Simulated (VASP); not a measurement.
Hf, 2 atoms in the cell. The structure is cubic, space group Fd-3m (No. 227). Conventional cell: a = 6.826 Å, b = 6.826 Å, c = 6.826 Å, α = 90.00°, β = 90.00°, γ = 90.00°. Within 3.9 Å of Hf (site symmetry -43m) lie 4 Hf at 2.96 Å.  This cell differs from its parent crystal: volume scaled by 1.08.

* Program: VASP 6.6.1
* Task: single point
* Functional: RPBE
* Potentials or basis: VASP PAW PBE potentials, release 64 (Hf_pv)
* Cutoff: 520 eV
* k mesh: 9 × 9 × 9
* Occupations: fermi-dirac, width 0.1 eV
* Spin: no spin polarisation
* Dipole correction: no
* Further INCAR settings: ALGO = Normal; EDIFF = 1e-07; NBANDS = 17

Potentials or basis: VASP PAW PBE potentials, release 64 (Hf_pv).

Run with:

```console
$ cat potpaw_PBE.64/Hf_pv/POTCAR > POTCAR
$ mpirun -np 1 vasp_std > vasp.out
```

Hardware: 1 thread of Intel(R) Xeon(R) Platinum 8259CL CPU @ 2.50GHz (Skylake/Cascade Lake) (shared host).

Problem. How long does it take, and how much memory?

Solution. Run time: 41 s on 1 thread of Intel(R) Xeon(R) Platinum 8259CL CPU @ 2.50GHz (Skylake/Cascade Lake), with other jobs on the host, peak memory 0.21 GiB. Counts: scf iterations 14, k points 35.
